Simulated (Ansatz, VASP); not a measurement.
In in VASP and in Ansatz

Contents of POSCAR:

```
In
1.0
    3.4933438719      0.0000000000      0.0000000000
   -1.7466719360      3.0253236085      0.0000000000
    0.0000000000      0.0000000000     11.2154860953
In
4
Direct
    0.0000000000      0.0000000000      0.0000000000
    0.3333333333      0.6666666667      0.2500000000
    0.0000000000      0.0000000000      0.5000000000
    0.6666666667      0.3333333333      0.7500000000
```

File INCAR.step1:

```
SYSTEM = In
  PREC = Accurate
  ENCUT = 520
  ISMEAR = 1
  SIGMA = 0.15
  LREAL = .FALSE.
  LASPH = .TRUE.
  NELM = 80
  NBANDS = 34
  GGA = PE
  ALGO = Normal
  EDIFF = 1E-4
  LWAVE = .TRUE.
  LCHARG = .FALSE.
```

INCAR.step2

```
SYSTEM = In
  PREC = Accurate
  ENCUT = 520
  EDIFF = 1E-6
  ISMEAR = 1
  SIGMA = 0.15
  LREAL = .FALSE.
  LASPH = .TRUE.
  NELM = 80
  ALGO = Normal
  ISIF = 2
  LWAVE = .FALSE.
  LCHARG = .FALSE.
  METAGGA = R2SCAN
  LMIXTAU = .TRUE.
  NBANDS = 34
  ISTART = 1
```

Contents of KPOINTS:

```
Automatic mesh
0
G
  8 8 3
  0 0 0
```

Input for Ansatz:

```yaml
crystal:
  lattice:
    - [3.493343871914164, 0.0, 0.0]
    - [-1.746671935957082, 3.0253236085379163, 0.0]
    - [0.0, 0.0, 11.215486095340477]
  atoms:
    - { symbol: In, position: [0.0, 0.0, 0.0] }
    - { symbol: In, position: [0.3333333333333333, 0.6666666666666666, 0.25] }
    - { symbol: In, position: [0.0, 0.0, 0.5] }
    - { symbol: In, position: [0.6666666666666666, 0.3333333333333333, 0.75] }
basis:
  ecutwfc: 557.833418042754
kpoints:
  mp_grid:
    grid: [8, 8, 3]
hamiltonian:
  xc: r2scan
  pseudopotentials:
    kind: paw
scf:
  occupations:
    method: methfessel_paxton
    width: 0.15
output:
  stress: true
```

Alike in both runs: task single point; functional r2SCAN; k mesh 8 × 8 × 3; occupations methfessel-paxton of order 1, width 0.15 eV; no spin polarisation.

|  | VASP | Ansatz |
| --- | --- | --- |
| version | VASP 6.6.1 | Ansatz 0.2.0 |
| potentials or method | VASP PAW PBE potentials, release 64 (In_d), cutoff 520 eV | plane waves, PAW |
| valence electrons in the cell | 52 | 52 |

|  | VASP | Ansatz | Ansatz less VASP |
| --- | --- | --- | --- |
| pressure (GPa) | -3.6 | -3.5 | +0.01 |
| traceless stress, the component that is largest in VASP (GPa) | 0.51 | 0.51 | +0.002 |

VASP's potentials were made for PBE, not for r2SCAN. The functional is the same, so the differences come from potentials, cutoffs and numerics.
